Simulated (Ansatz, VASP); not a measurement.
NbRu3C in VASP and in Ansatz

```
Nb Ru C
1.0
     2.86300    1.65295    2.33783
    -2.86300    1.65295    2.33783
     0.00000   -3.30590    2.33783
Nb Ru C
1 3 1
Cartesian
  0.0000 0.0000 3.5067
  0.0000 -1.6530 1.1689
  1.4315 0.8265 1.1689
  -1.4315 0.8265 1.1689
  0.0000 0.0000 0.0000
```

Alike in both runs: functional PBE; k mesh 6 × 6 × 6; occupations gaussian, width 0.1 eV; no spin polarisation.

Ansatz relaxed the structure, and its values are those at the end. VASP's run is a single point on that final structure, the one shown.

|  | VASP | Ansatz |
| --- | --- | --- |
| version | VASP 6.6.1 | Ansatz 0.2.0 |
| potentials or method | VASP PAW PBE potentials, release 64 (Nb_sv, Ru_pv, C), cutoff 520 eV | scalar-relativistic, plane waves, PAW |
| valence electrons in the cell | 59 | 65 |

Ansatz gave:

```
gap on the k mesh at the Fermi level (eV) : none
pressure (GPa)                            : 0.0
```

Problem. Estimate VASP's values.

Solution. gap on the k mesh at the Fermi level (eV): none; pressure (GPa): -0.1.

A gap of «none» marks a metal or a gap that the smearing closes. VASP's potentials hold 59 valence electrons a cell and Ansatz's 65, so a difference there can come from the potentials and not from the codes.
